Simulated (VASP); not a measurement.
# AlFe3 (Fm-3m) in VASP: notebook

AlFe3 is run at these levels: PBEsol; tasks: single point.

Everything below comes from runs of VASP 6.6.1. Logs are shortened: lines on timing, memory, paths and dates and some standing lists are left out, and cuts for length are marked.

### Step 1. The cell of the first run

It takes space group Fm-3m (No. 225, cubic). The conventional cell has a = 5.546 Å, b = 5.546 Å, c = 5.546 Å, α = 90.00°, β = 90.00°, γ = 90.00°. Within 3.2 Å of Al (site symmetry m-3m) lie 14 Fe at 2.40 to 2.77 Å. Within 3.2 Å of Fe (site symmetry m-3m) lie 8 Fe at 2.40 Å and 6 Al at 2.77 Å. Fe (site symmetry -43m) has 4 Al at 2.40 Å and 10 Fe at 2.40 to 2.77 Å within 3.2 Å.

### Step 2. Single point, PBEsol, collinear spin, ferromagnetic start (10.66 Å³/atom)

File INCAR:

```
ALGO = Fast ; EDIFF = 1E-7
ENCUT = 520 ; GGA = PS
ISIF = 2 ; ISMEAR = 0
ISPIN = 2 ; LASPH = True
LCHARG = False ; LMAXMIX = 4
LORBIT = 11 ; LREAL = False
LWAVE = False ; MAGMOM = 0 2.57 2 2
NBANDS = 26 ; NELM = 150
PREC = Accurate ; SIGMA = 0.1
```

File KPOINTS:

```
k-points
0
Gamma
  12 12 12
```

File POSCAR:

```
AlFe3
1.0
    0.0000000000      2.7730090271      2.7730090271
    2.7730090271      0.0000000000      2.7730090271
    2.7730090271      2.7730090271      0.0000000000
Al Fe
1 3
Direct
    0.0000000000      0.0000000000      0.0000000000
    0.5000000000      0.5000000000      0.5000000000
    0.2500000000      0.2500000000      0.2500000000
    0.7500000000      0.7500000000      0.7500000000
```

Potentials or basis: VASP PAW PBE potentials, release 64 (Al, Fe).

The run is started by

```sh
cat potpaw_PBE.64/Al/POTCAR potpaw_PBE.64/Fe/POTCAR > POTCAR
mpirun -np 1 vasp_std > vasp.out
```

OUTCAR:

```text
EDIFF = 1E-7
   ENCUT = 520
   GGA = PS
   ISIF = 2
   ISMEAR = 0
   ISPIN = 2
   LASPH = True
   LORBIT = 11
   LREAL = False
   NELM = 150
   PREC = Accurate

 ion  position               nearest neighbor table
   1  0.000  0.000  0.000-   4 2.40   4 2.40   4 2.40   3 2.40   3 2.40   3 2.40   4 2.40   3 2.40
                             2 2.77   2 2.77   2 2.77   2 2.77   2 2.77   2 2.77
   2  0.500  0.500  0.500-   3 2.40   3 2.40   3 2.40   4 2.40   4 2.40   4 2.40   4 2.40   3 2.40
                             1 2.77   1 2.77   1 2.77   1 2.77   1 2.77   1 2.77
   3  0.250  0.250  0.250-   1 2.40   1 2.40   1 2.40   2 2.40   2 2.40   2 2.40   2 2.40   1 2.40
                             4 2.77   4 2.77   4 2.77   4 2.77   4 2.77   4 2.77
   4  0.750  0.750  0.750-   2 2.40   2 2.40   2 2.40   1 2.40   1 2.40   1 2.40   2 2.40   1 2.40
                             3 2.77   3 2.77   3 2.77   3 2.77   3 2.77   3 2.77

  LATTYP: Found a face centered cubic cell.
 ALAT       =     5.5460180542

  Lattice vectors:

 A1 = (   0.0000000000,   2.7730090271,   2.7730090271)
 A2 = (   2.7730090271,   0.0000000000,   2.7730090271)
 A3 = (   2.7730090271,   2.7730090271,   0.0000000000)

Analysis of symmetry for initial positions (statically):
=====================================================================
 Subroutine PRICEL returns:
 Original cell was already a primitive cell.

 Routine SETGRP: Setting up the symmetry group for a
 face centered cubic supercell.

 Subroutine GETGRP returns: Found 48 space group operations
 (whereof 48 operations were pure point group operations)
 out of a pool of 48 trial point group operations.

The static configuration has the point symmetry O_h .

Analysis of symmetry for dynamics (positions and initial velocities):
=====================================================================
 Subroutine PRICEL returns:
 Original cell was already a primitive cell.

 Routine SETGRP: Setting up the symmetry group for a
 face centered cubic supercell.

 Subroutine GETGRP returns: Found 48 space group operations
 (whereof 48 operations were pure point group operations)
 out of a pool of 48 trial point group operations.

The dynamic configuration has the point symmetry O_h .

Analysis of structural, dynamic, and magnetic symmetry:
=====================================================================
 Subroutine PRICEL returns:
 Original cell was already a primitive cell.

 Routine SETGRP: Setting up the symmetry group for a
 face centered cubic supercell.

 Subroutine GETGRP returns: Found 48 space group operations
 (whereof 48 operations were pure point group operations)
 out of a pool of 48 trial point group operations.

The overall configuration has the point symmetry O_h .

 Subroutine INISYM returns: Found 48 space group operations
 (whereof 48 operations are pure point group operations),
 and found     1 'primitive' translations

----------------------------------------------------------------------------------------

                                     Primitive cell

  volume of cell :      42.6465

  direct lattice vectors                    reciprocal lattice vectors
     0.000000000  2.773009027  2.773009027    -0.180309546  0.180309546  0.180309546
     2.773009027  0.000000000  2.773009027     0.180309546 -0.180309546  0.180309546
     2.773009027  2.773009027  0.000000000     0.180309546  0.180309546 -0.180309546

  length of vectors
     3.921626975  3.921626975  3.921626975     0.312305296  0.312305296  0.312305296

  position of ions in fractional coordinates (direct lattice)
     0.000000000  0.000000000  0.000000000
     0.500000000  0.500000000  0.500000000
     0.250000000  0.250000000  0.250000000
     0.750000000  0.750000000  0.750000000

  ion indices of the primitive-cell ions
   primitive index   ion index
                 1           1
                 2           2
                 3           3
                 4           4

----------------------------------------------------------------------------------------

 KPOINTS: k-points

Automatic generation of k-mesh.
 Grid dimensions read from file:
[... 23 lines left out ...]
  0.083333  0.000000  0.000000      8.000000
  0.166667  0.000000  0.000000      8.000000
  0.250000  0.000000  0.000000      8.000000
  0.333333  0.000000  0.000000      8.000000
  0.416667  0.000000  0.000000      8.000000
[... 16 lines left out ...]
  0.500000  0.166667  0.000000     24.000000
 -0.416667  0.166667  0.000000     24.000000
 [... further k-points ...]
   k-points           NKPTS =     72   k-points in BZ     NKDIM =     72   number of bands    NBANDS=     26
   number of dos      NEDOS =    301   number of ions     NIONS =      4
   total plane-waves  NPLWV =  27000
   dimension x,y,z NGX =    30 NGY =   30 NGZ =   30
   dimension x,y,z NGXF=    60 NGYF=   60 NGZF=   60
   ions per type =               1   3
   NGX,Y,Z   is equivalent  to a cutoff of  12.72, 12.72, 12.72 a.u.
   NGXF,Y,Z  is equivalent  to a cutoff of  25.44, 25.44, 25.44 a.u.
 SYSTEM =  unknown system
   PREC   = accura    normal or accurate (medium, high low for compatibility)
   ISTART =      0    job   : 0-new  1-cont  2-samecut
   ICHARG =      2    charge: 1-file 2-atom 10-const
   ISPIN  =      2    spin polarized calculation?
   LNONCOLLINEAR =      F non collinear calculations
   LSORBIT =      F    spin-orbit coupling
   LASPH  =      T    aspherical Exc in radial PAW
   ENCUT  =  520.0 eV  38.22 Ry    6.18 a.u.   7.29  7.29  7.29*2*pi/ulx,y,z
   NELM   =    150;   NELMIN=  2; NELMDL= -5     # of ELM steps
   EDIFF  = 0.1E-06   stopping-criterion for ELM
   LREAL  =      F    real-space projection
   EDIFFG = 0.1E-05   stopping-criterion for IOM
   NSW    =      0    number of steps for IOM
   IBRION =     -1    ionic relax: 0-MD 1-quasi-New 2-CG
   NFREE  =      0    steps in history (QN), initial steepest desc. (CG)
   ISIF   =      2    stress and relaxation
   ISYM   =      2    0-nonsym 1-usesym 2-fastsym
   POTIM  = 0.5000    time-step for ionic-motion
   TEBEG  =    0.0;   TEEND  =   0.0 temperature during run
   PSTRESS=    0.0 pullay stress
   NELECT =      27.0000    total number of electrons
   NUPDOWN=      -1.0000    fix difference up-down
   EMIN   =  10.00;   EMAX   =-10.00  energy-range for DOS
   EFERMI =   0.00;   METHOD = LEGACY
   ISMEAR =     0;   SIGMA  =   0.10  broadening in eV -4-tet -1-fermi 0-gaus
   EFERMI_NEDOS =   21; number of points for ismear=-14 and -15
   IALGO  =     68    algorithm
   IMIX   =      4    mixing-type and parameters
     AMIX     =   0.40;   BMIX     =  1.00
     AMIX_MAG =   1.60;   BMIX_MAG =  1.00
  volume/ion in A,a.u.               =      10.66        71.95
  Fermi-wavevector in a.u.,A,eV,Ry     =   1.405729  2.656442 26.886103  1.976073
  Thomas-Fermi vector in A             =   2.528160
   LORBIT       =     11    0 simple, 1 ext, 2 COOP (PROOUT), +10 PAW based schemes
   GGA     = PS    functional components
   LHFCALC =     F    Hartree Fock is set to
   AEXX    =    0.0000 exact exchange contribution
   IVDW    =     0    specifies the selected vdW correction
   LEPSILON=     F    determine dielectric tensor
   LRPA    =     F    only Hartree local field effects (RPA)
 spin polarized calculation
 RMM-DIIS sequential band-by-band and
 Gauss-broadening in eV      SIGMA  =   0.10
  energy-cutoff  :      520.00
  volume of cell :       42.65
 maximum number of plane-waves:      1174
 NGX is ok and might be reduce to    30
   NGX = 15   NGY = 15   NGZ = 15

 number of electron      26.9999988 magnetization       5.2316493

 Free energy of the ion-electron system (eV)
  ---------------------------------------------------
  ext. energy  EPLUGINS =         0.00000000
  ---------------------------------------------------
  free energy    TOTEN  =       -31.54222751 eV

  energy without entropy =      -31.52179794  energy(sigma->0) =      -31.53201272

 E-fermi :   7.7813     XC(G=0): -13.2108

 val. band max:        7.7778309726   @ k =  -0.2500   0.3333   0.0833
 cond. band min:       7.7836868831   @ k =   0.4167   0.0833   0.0000
 fundamental gap:      0.0058559105
 Fermi energy:         7.7813235097

 spin component 1

 k-point     1 :       0.0000    0.0000    0.0000
  band No.  band energies     occupation
      1      -2.3324      1.00000
      2       3.3131      1.00000
      3       3.3131      1.00000
      4       3.9708      1.00000
      5       3.9708      1.00000
      6       3.9708      1.00000
[... 661 lines left out ...]
     24      19.2969      0.00000
     25      19.4617      0.00000

 [... further k-points ...]

 spin component 2

 k-point     1 :       0.0000    0.0000    0.0000
  band No.  band energies     occupation
      1      -2.2403      1.00000
      2       4.7425      1.00000
      3       4.7426      1.00000
      4       4.8598      1.00000
      5       4.8598      1.00000
      6       4.8598      1.00000
[... 661 lines left out ...]
     24      19.7444      0.00000
     25      19.8393      0.00000

 [... further k-points ...]

 [bands above 25 left out]

------------------------ aborting loop because EDIFF is reached ----------------------------------------

  FORCE on cell =-STRESS in cart. coord.  units (eV):
  Direction    XX          YY          ZZ          XY          YZ          ZX
  --------------------------------------------------------------------------------------
  -------------------------------------------------------------------------------------
  Total        3.3438651      3.3438651      3.3438651      0.0000000     -0.0000000      0.0000000
  in kB      125.6248302    125.6248302    125.6248302      0.0000000     -0.0000000      0.0000000
  external PRESSURE =     125.6248302 kB  Pullay stress =       0.0000000 kB

 VOLUME and BASIS-vectors are now :
 -----------------------------------------------------------------------------
  energy-cutoff  :      520.00
  volume of cell :       42.65
      direct lattice vectors                 reciprocal lattice vectors
     0.000000000  2.773009027  2.773009027    -0.180309546  0.180309546  0.180309546
     2.773009027  0.000000000  2.773009027     0.180309546 -0.180309546  0.180309546
     2.773009027  2.773009027  0.000000000     0.180309546  0.180309546 -0.180309546

 POSITION                                       TOTAL-FORCE (eV/Angst)
 -----------------------------------------------------------------------------------
      0.00000      0.00000      0.00000        -0.000000     -0.000000     -0.000000
      2.77301      2.77301      2.77301        -0.000000     -0.000000     -0.000000
      1.38650      1.38650      1.38650         0.000000      0.000000      0.000000
      4.15951      4.15951      4.15951        -0.000000     -0.000000     -0.000000
 -----------------------------------------------------------------------------------
    total drift:                                0.000000     -0.000000      0.000000

  FREE ENERGIE OF THE ION-ELECTRON SYSTEM (eV)
  ---------------------------------------------------
  free  energy   TOTEN  =       -31.5422275070 eV

  energy  without entropy=      -31.5217979385  energy(sigma->0) =      -31.53201272

 total charge

# of ion       s       p       d       tot
------------------------------------------
    1        0.426   0.477   0.000   0.903
    2        0.525   0.630   6.291   7.446
    3        0.489   0.614   6.442   7.545
    4        0.489   0.614   6.442   7.545
--------------------------------------------------
tot          1.930   2.334  19.175  23.439

 magnetization (x)

# of ion       s       p       d       tot
------------------------------------------
    1       -0.005  -0.040   0.000  -0.046
    2       -0.009  -0.040   2.209   2.160
    3       -0.011  -0.036   1.619   1.572
    4       -0.011  -0.036   1.619   1.572
--------------------------------------------------
tot         -0.035  -0.153   5.447   5.258
```

Run time: 4.2 min. Hardware: 1 thread of Oxide Virtual Turin-like, shared host; peak memory 0.22 GiB.

What came out:

```
Free energy                                           : -31.5422 eV
Pressure                                              : 12.6 GPa
Net moment                                            : 5.23 μB per cell
Site moments                                          : Al -0.05; Fe +2.16, +1.57 (each value once) μB
Valence electrons inside the program's atomic spheres : Al 0.90; Fe 7.45, 7.54 (each value once)
```

Caveat: the cell stands under pressure; the PAW data sets were made with another functional, which shifts forces and pressure a little.

(Continued in part 2 of 2.)
